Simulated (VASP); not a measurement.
# GaN in VASP: notebook, part 2 of 2

VASP 6.6.1.

### 3 Single point, PBE (strain -0.030 along x and y, -0.030 along z)

Contents of INCAR:

```
PREC = Accurate
ENCUT = 520
EDIFF = 1E-7
ISMEAR = 0
SIGMA = 0.05
LREAL = F
LASPH = T
NELM = 60
ALGO = Normal
ISIF = 2
LWAVE = F
LCHARG = T
GGA = PE
LELF = T
LVHAR = T
NBANDS = 16
```

Contents of KPOINTS:

```
Automatic mesh
0
Gamma
  14 14 14
```

Contents of POSCAR:

```
GaN
1.0
    0.0000000000      2.0711779500      2.0711779500
    2.0711779500      0.0000000000      2.0711779500
    2.0711779500      2.0711779500      0.0000000000
Ga N
1 1
Direct
    0.0000000000      0.0000000000      0.0000000000
    0.5000000000      0.5000000000      0.5000000000
```

Potentials or basis: VASP PAW PBE potentials, release 64 (Ga_d, N).

On the command line:

```console
cat potpaw_PBE.64/Ga_d/POTCAR potpaw_PBE.64/N/POTCAR > POTCAR
mpirun -np 1 vasp_std > vasp.out
```

OUTCAR:

```text
PREC = Accurate
   ENCUT = 520
   EDIFF = 1E-7
   ISMEAR = 0
   LREAL = F
   LASPH = T
   NELM = 60
   ISIF = 2
   GGA = PE

 ion  position               nearest neighbor table
   1  0.000  0.000  0.000-   2 2.07   2 2.07   2 2.07   2 2.07   2 2.07   2 2.07
   2  0.500  0.500  0.500-   1 2.07   1 2.07   1 2.07   1 2.07   1 2.07   1 2.07

  LATTYP: Found a face centered cubic cell.
 ALAT       =     4.1423559000

  Lattice vectors:

 A1 = (   0.0000000000,   2.0711779500,   2.0711779500)
 A2 = (   2.0711779500,   0.0000000000,   2.0711779500)
[... 626 lines left out ...]
      4      -5.2689      2.00000
      5      -5.1241      2.00000
      6      -5.0993      2.00000
[... 8 lines left out ...]
     15      29.0722      0.00000
     16      30.1737      0.00000

 [... further k-points ...]
[... 5 lines left out ...]
  --------------------------------------------------------------------------------------
  -------------------------------------------------------------------------------------
  Total        2.6749390      2.6749390      2.6749390     -0.0000000     -0.0000000     -0.0000000
  in kB      241.1805181    241.1805181    241.1805181     -0.0000000     -0.0000000     -0.0000000
  external PRESSURE =     241.1805181 kB  Pullay stress =       0.0000000 kB

 VOLUME and BASIS-vectors are now :
 -----------------------------------------------------------------------------
  energy-cutoff  :      520.00
  volume of cell :       17.77
      direct lattice vectors                 reciprocal lattice vectors
     0.000000000  2.071177950  2.071177950    -0.241408518  0.241408518  0.241408518
     2.071177950  0.000000000  2.071177950     0.241408518 -0.241408518  0.241408518
     2.071177950  2.071177950  0.000000000     0.241408518  0.241408518 -0.241408518

 POSITION                                       TOTAL-FORCE (eV/Angst)
 -----------------------------------------------------------------------------------
      0.00000      0.00000      0.00000         0.000000      0.000000     -0.000000
      2.07118      2.07118      2.07118        -0.000000     -0.000000      0.000000
 -----------------------------------------------------------------------------------
    total drift:                                0.000000     -0.000000     -0.000000

  FREE ENERGIE OF THE ION-ELECTRON SYSTEM (eV)
  ---------------------------------------------------
  free  energy   TOTEN  =       -11.0854640047 eV

  energy  without entropy=      -11.0854640047  energy(sigma->0) =      -11.08546400
```

OSZICAR:

```text
N       E                     dE             d eps       ncg     rms          rms(c)
DAV:   1     0.729349786980E+02    0.72935E+02   -0.90905E+03  3864   0.214E+03
DAV:   2    -0.879692937266E+01   -0.81732E+02   -0.75516E+02  3816   0.320E+02
DAV:   3    -0.129492724061E+02   -0.41523E+01   -0.41387E+01  3880   0.627E+01
DAV:   4    -0.129840789318E+02   -0.34807E-01   -0.34803E-01  4072   0.597E+00
DAV:   5    -0.129844794476E+02   -0.40052E-03   -0.40051E-03  4000   0.591E-01    0.754E+00
DAV:   6    -0.111083548130E+02    0.18761E+01   -0.42265E+00  4864   0.421E+01    0.241E+00
DAV:   7    -0.110999140083E+02    0.84408E-02   -0.25325E-01  3928   0.518E+00    0.159E+00
DAV:   8    -0.110871033132E+02    0.12811E-01   -0.26281E-02  4048   0.231E+00    0.455E-01
DAV:   9    -0.110854917613E+02    0.16116E-02   -0.62482E-03  4080   0.216E+00    0.105E-01
DAV:  10    -0.110854623804E+02    0.29381E-04   -0.50792E-04  4008   0.295E-01    0.122E-02
DAV:  11    -0.110854620312E+02    0.34924E-06   -0.38085E-05  3944   0.654E-02    0.124E-02
DAV:  12    -0.110854640232E+02   -0.19920E-05   -0.19778E-06  4176   0.280E-02    0.276E-03
DAV:  13    -0.110854640047E+02    0.18454E-07   -0.28007E-07  3744   0.482E-03
   1 F= -.11085464E+02 E0= -.11085464E+02  d E =-.416530E-21
```

stdout:

```text
POSCAR found type information on POSCAR GaN
 POSCAR found :  2 types and       2 ions
 scaLAPACK will be used
 LDA part: xc-table for (Slater+PW92), standard interpolation
 POSCAR, INCAR and KPOINTS ok, starting setup
 FFT: planning ... GRIDC
 FFT: planning ... GRID_SOFT
 FFT: planning ... GRID
 WAVECAR not read
 entering main loop
```

Run time: 21 s. Hardware: 1 thread of Intel Xeon Platinum 8488C (Sapphire Rapids), shared host; peak memory 0.16 GiB.

What came out:

```
Free energy            : -11.0855 eV
Pressure               : 24.1 GPa
Band gap on the k mesh : 0.98 eV, indirect (least direct gap 3.54 eV)
```

Caveat: the cell differs from its parent crystal (strain -0.030 along x and y, -0.030 along z). A k mesh can miss the band edges.

### 4 Single point, PBE (strain -0.015 along x and y, -0.015 along z)

Contents of INCAR:

```
ALGO = Normal ; EDIFF = 1E-6
ENCUT = 520 ; GGA = PE
ISIF = 2 ; ISMEAR = 0
LASPH = True ; LCHARG = False
LREAL = False ; LWAVE = False
NBANDS = 16 ; NELM = 100
PREC = Accurate ; SIGMA = 0.05
```

Contents of KPOINTS:

```
k-points
0
Gamma
  14 14 14
```

Contents of POSCAR:

```
GaN
1.0
    0.0000000000      2.1032064750      2.1032064750
    2.1032064750      0.0000000000      2.1032064750
    2.1032064750      2.1032064750      0.0000000000
Ga N
1 1
Direct
    0.0000000000      0.0000000000      0.0000000000
    0.5000000000      0.5000000000      0.5000000000
```

Potentials or basis: VASP PAW PBE potentials, release 64 (Ga_d, N).

On the command line:

```console
cat potpaw_PBE.64/Ga_d/POTCAR potpaw_PBE.64/N/POTCAR > POTCAR
mpirun -np 1 vasp_std > vasp.out
```

OUTCAR:

```text
EDIFF = 1E-6
   ENCUT = 520
   GGA = PE
   ISIF = 2
   ISMEAR = 0
   LASPH = True
   LREAL = False
   NELM = 100
   PREC = Accurate

 ion  position               nearest neighbor table
   1  0.000  0.000  0.000-   2 2.10   2 2.10   2 2.10   2 2.10   2 2.10   2 2.10
   2  0.500  0.500  0.500-   1 2.10   1 2.10   1 2.10   1 2.10   1 2.10   1 2.10

  LATTYP: Found a face centered cubic cell.
 ALAT       =     4.2064129500

  Lattice vectors:

 A1 = (   0.0000000000,   2.1032064750,   2.1032064750)
 A2 = (   2.1032064750,   0.0000000000,   2.1032064750)
[... 627 lines left out ...]
      5      -5.7375      2.00000
      6      -5.7296      2.00000
[... 8 lines left out ...]
     15      27.9442      0.00000
     16      29.0251      0.00000

 [... further k-points ...]
[... 5 lines left out ...]
  --------------------------------------------------------------------------------------
  -------------------------------------------------------------------------------------
  Total        1.2796657      1.2796657      1.2796657      0.0000000      0.0000000      0.0000000
  in kB      110.1872566    110.1872566    110.1872566      0.0000000      0.0000000      0.0000000
  external PRESSURE =     110.1872566 kB  Pullay stress =       0.0000000 kB

 VOLUME and BASIS-vectors are now :
 -----------------------------------------------------------------------------
  energy-cutoff  :      520.00
  volume of cell :       18.61
      direct lattice vectors                 reciprocal lattice vectors
     0.000000000  2.103206475  2.103206475    -0.237732246  0.237732246  0.237732246
     2.103206475  0.000000000  2.103206475     0.237732246 -0.237732246  0.237732246
     2.103206475  2.103206475  0.000000000     0.237732246  0.237732246 -0.237732246

 POSITION                                       TOTAL-FORCE (eV/Angst)
 -----------------------------------------------------------------------------------
      0.00000      0.00000      0.00000         0.000000      0.000000      0.000000
      2.10321      2.10321      2.10321        -0.000000     -0.000000     -0.000000
 -----------------------------------------------------------------------------------
    total drift:                                0.000000     -0.000000     -0.000000

  FREE ENERGIE OF THE ION-ELECTRON SYSTEM (eV)
  ---------------------------------------------------
  free  energy   TOTEN  =       -11.1765470273 eV

  energy  without entropy=      -11.1765470272  energy(sigma->0) =      -11.17654703
```

OSZICAR:

```text
N       E                     dE             d eps       ncg     rms          rms(c)
DAV:   1     0.735988575803E+02    0.73599E+02   -0.93122E+03  3864   0.214E+03
DAV:   2    -0.869589384310E+01   -0.82295E+02   -0.77001E+02  3776   0.317E+02
DAV:   3    -0.129799364499E+02   -0.42840E+01   -0.42684E+01  3952   0.628E+01
DAV:   4    -0.130171674493E+02   -0.37231E-01   -0.37227E-01  4096   0.612E+00
DAV:   5    -0.130175884755E+02   -0.42103E-03   -0.42102E-03  4080   0.598E-01    0.739E+00
DAV:   6    -0.111992851282E+02    0.18183E+01   -0.43277E+00  4864   0.403E+01    0.239E+00
DAV:   7    -0.111912450618E+02    0.80401E-02   -0.22951E-01  3984   0.517E+00    0.157E+00
DAV:   8    -0.111782691896E+02    0.12976E-01   -0.30164E-02  3784   0.214E+00    0.504E-01
DAV:   9    -0.111765539829E+02    0.17152E-02   -0.63835E-03  4072   0.195E+00    0.112E-01
DAV:  10    -0.111765508954E+02    0.30874E-05   -0.56105E-04  3888   0.296E-01    0.173E-02
DAV:  11    -0.111765452398E+02    0.56556E-05   -0.43301E-05  4120   0.703E-02    0.115E-02
DAV:  12    -0.111765470945E+02   -0.18547E-05   -0.23912E-06  4016   0.276E-02    0.337E-03
DAV:  13    -0.111765470273E+02    0.67245E-07   -0.18981E-07  2168   0.426E-03
   1 F= -.11176547E+02 E0= -.11176547E+02  d E =-.118312E-10
```

stdout:

```text
POSCAR found type information on POSCAR GaN
 POSCAR found :  2 types and       2 ions
 scaLAPACK will be used
 LDA part: xc-table for (Slater+PW92), standard interpolation
 POSCAR, INCAR and KPOINTS ok, starting setup
 FFT: planning ... GRIDC
 FFT: planning ... GRID_SOFT
 FFT: planning ... GRID
 WAVECAR not read
 entering main loop
```

Wall time 19 s (1 thread of Intel Xeon Platinum 8488C (Sapphire Rapids), shared host); peak memory 0.15 GiB.

What came out:

```yaml
Free_energy: -11.1765 eV
Pressure: 11.0 GPa
Band_gap_on_the_k_mesh: 0.68 eV, indirect (least direct gap 2.93 eV)
```

Caveat: the cell differs from its parent crystal (strain -0.015 along x and y, -0.015 along z). A k mesh can miss the band edges.

### 5 Single point, PBE (strain +0.030 along x and y, +0.030 along z)

Contents of INCAR:

```
SYSTEM = GaN
ALGO = Normal
EDIFF = 1E-6
ENCUT = 520
GGA = PE
ISIF = 2
ISMEAR = 0
LASPH = .TRUE.
LCHARG = .FALSE.
LREAL = .FALSE.
LWAVE = .FALSE.
NBANDS = 16
NELM = 80
PREC = Accurate
SIGMA = 0.05
```

Contents of KPOINTS:

```
k-points
0
G
  14 14 14
  0 0 0
```

Contents of POSCAR:

```
GaN
1.0
    0.0000000000      2.1992920500      2.1992920500
    2.1992920500      0.0000000000      2.1992920500
    2.1992920500      2.1992920500      0.0000000000
Ga N
1 1
Direct
    0.0000000000      0.0000000000      0.0000000000
    0.5000000000      0.5000000000      0.5000000000
```

Potentials or basis: VASP PAW PBE potentials, release 64 (Ga_d, N).

On the command line:

```console
cat potpaw_PBE.64/Ga_d/POTCAR potpaw_PBE.64/N/POTCAR > POTCAR
mpirun -np 1 vasp_std > vasp.out
```

OUTCAR:

```text
SYSTEM = GaN
   EDIFF = 1E-6
   ENCUT = 520
   GGA = PE
   ISIF = 2
   ISMEAR = 0
   LASPH = .TRUE.
   LREAL = .FALSE.
   NELM = 80
   PREC = Accurate

 ion  position               nearest neighbor table
   1  0.000  0.000  0.000-   2 2.20   2 2.20   2 2.20   2 2.20   2 2.20   2 2.20
   2  0.500  0.500  0.500-   1 2.20   1 2.20   1 2.20   1 2.20   1 2.20   1 2.20

  LATTYP: Found a face centered cubic cell.
 ALAT       =     4.3985841000

  Lattice vectors:

 A1 = (   0.0000000000,   2.1992920500,   2.1992920500)
 A2 = (   2.1992920500,   0.0000000000,   2.1992920500)
 A3 = (   2.1992920500,   2.1992920500,   0.0000000000)

Analysis of symmetry for initial positions (statically):
=====================================================================
 Subroutine PRICEL returns:
 Original cell was already a primitive cell.

 Routine SETGRP: Setting up the symmetry group for a
 face centered cubic supercell.

 Subroutine GETGRP returns: Found 48 space group operations
 (whereof 48 operations were pure point group operations)
 out of a pool of 48 trial point group operations.

The static configuration has the point symmetry O_h .

[... 155 lines left out ...]
  ---------------------------------------------------
  free energy    TOTEN  =       -11.12027026 eV

  energy without entropy =      -11.12013372  energy(sigma->0) =      -11.12020199

 E-fermi :   6.5259     XC(G=0): -12.4136

 val. band max:        6.4831791261   @ k =  -0.2143   0.1429   0.0000
 cond. band min:       6.7433477406   @ k =   0.4286   0.4286   0.0000
 fundamental gap:      0.2601686145
 Fermi energy:         6.5258945800

 k-point     1 :       0.0000    0.0000    0.0000
  band No.  band energies     occupation
      1      -9.6997      2.00000
      2      -7.5699      2.00000
      3      -7.5699      2.00000
      4      -7.5699      2.00000
      5      -7.5005      2.00000
      6      -7.5005      2.00000
[... 433 lines left out ...]
      3      -7.5446      2.00000
      4      -7.5433      2.00000
      5      -7.4485      2.00000
      6      -7.3729      2.00000
[... 8 lines left out ...]
     15      24.9025      0.00000
     16      25.9245      0.00000

 [... further k-points ...]
[... 5 lines left out ...]
  --------------------------------------------------------------------------------------
  -------------------------------------------------------------------------------------
  Total       -1.9415901     -1.9415901     -1.9415901      0.0000000      0.0000000     -0.0000000
  in kB     -146.2141597   -146.2141597   -146.2141597      0.0000000      0.0000000     -0.0000000
  external PRESSURE =    -146.2141597 kB  Pullay stress =       0.0000000 kB

 VOLUME and BASIS-vectors are now :
 -----------------------------------------------------------------------------
  energy-cutoff  :      520.00
  volume of cell :       21.28
      direct lattice vectors                 reciprocal lattice vectors
     0.000000000  2.199292050  2.199292050    -0.227345886  0.227345886  0.227345886
     2.199292050  0.000000000  2.199292050     0.227345886 -0.227345886  0.227345886
     2.199292050  2.199292050  0.000000000     0.227345886  0.227345886 -0.227345886

 POSITION                                       TOTAL-FORCE (eV/Angst)
 -----------------------------------------------------------------------------------
      0.00000      0.00000      0.00000        -0.000000     -0.000000     -0.000000
      2.19929      2.19929      2.19929         0.000000      0.000000      0.000000
 -----------------------------------------------------------------------------------
    total drift:                                0.000000     -0.000000     -0.000000

  FREE ENERGIE OF THE ION-ELECTRON SYSTEM (eV)
  ---------------------------------------------------
  free  energy   TOTEN  =       -11.1202702634 eV

  energy  without entropy=      -11.1201337200  energy(sigma->0) =      -11.12020199
```

OSZICAR:

```text
N       E                     dE             d eps       ncg     rms          rms(c)
DAV:   1     0.771871337540E+02    0.77187E+02   -0.93403E+03  3744   0.206E+03
DAV:   2    -0.788204565935E+01   -0.85069E+02   -0.78862E+02  3936   0.322E+02
DAV:   3    -0.127752509258E+02   -0.48932E+01   -0.48763E+01  3752   0.654E+01
DAV:   4    -0.128229195694E+02   -0.47669E-01   -0.47664E-01  4256   0.693E+00
DAV:   5    -0.128234777083E+02   -0.55814E-03   -0.55814E-03  3856   0.675E-01    0.703E+00
DAV:   6    -0.111536794924E+02    0.16698E+01   -0.46616E+00  4784   0.362E+01    0.245E+00
DAV:   7    -0.111361633725E+02    0.17516E-01   -0.20798E-01  4000   0.577E+00    0.154E+00
DAV:   8    -0.111230208681E+02    0.13143E-01   -0.54873E-02  3584   0.220E+00    0.696E-01
DAV:   9    -0.111201050100E+02    0.29159E-02   -0.71545E-03  3952   0.133E+00    0.194E-01
DAV:  10    -0.111202755732E+02   -0.17056E-03   -0.81209E-04  3792   0.252E-01    0.169E-01
DAV:  11    -0.111202716169E+02    0.39563E-05   -0.24177E-05  4080   0.858E-02    0.375E-02
DAV:  12    -0.111202701389E+02    0.14779E-05   -0.50049E-06  3960   0.196E-02    0.869E-03
DAV:  13    -0.111202702634E+02   -0.12443E-06   -0.31115E-07  1976   0.846E-03
   1 F= -.11120270E+02 E0= -.11120202E+02  d E =-.136543E-03
```

It took 20 s on 1 thread of Intel Xeon Platinum 8488C (Sapphire Rapids), shared host; peak memory 0.16 GiB.

Results:

| Quantity | Value |
| --- | --- |
| Free energy | -11.1203 eV |
| Pressure | -14.6 GPa |
| Band gap on the k mesh | zero (band 9 reaches 6.48 eV, above the bottom of band 10 at 6.36 eV) |

Levels at points of the mesh, in eV from the Fermi level:
| k point | band 7 | band 8 | band 9 | band 10 | band 11 | band 12 |
| --- | --- | --- | --- | --- | --- | --- |
| (0.00, 0.00, 0.00) | -0.44 | -0.44 | -0.44 | 0.90 | 14.00 | 14.00 |
| (0.50, 0.00, 0.00) | -7.67 | -0.22 | -0.22 | 4.15 | 7.86 | 8.38 |
| (0.50, 0.50, 0.00) | -6.29 | -2.67 | -2.67 | -0.16 | 7.66 | 10.71 |

Caveat: the cell differs from its parent crystal (strain +0.030 along x and y, +0.030 along z).

### 6 The runs side by side

| cell | gap on the mesh (eV) | pressure (GPa) |
| --- | --- | --- |
| a = 3.088, b = 3.088, c = 3.110 Å, angles 59.8, 59.8, 60.5°, 2 atoms | none | -12.4 |
| a = 2.929 Å, angles 60.0°, 2 atoms | 0.98 | 24.1 |
| a = 2.974 Å, angles 60.0°, 2 atoms | 0.68 | 11.0 |
| a = 3.110 Å, angles 60.0°, 2 atoms | none | -14.6 |

Alike in all rows: task single point; level PBE; potentials or basis VASP PAW PBE potentials, release 64 (Ga_d, N); no spin polarisation; k mesh 14 × 14 × 14; cutoff (eV) 520; smearing gaussian 0.05 eV.

Absolute energies hang on the potentials; compare differences alone.
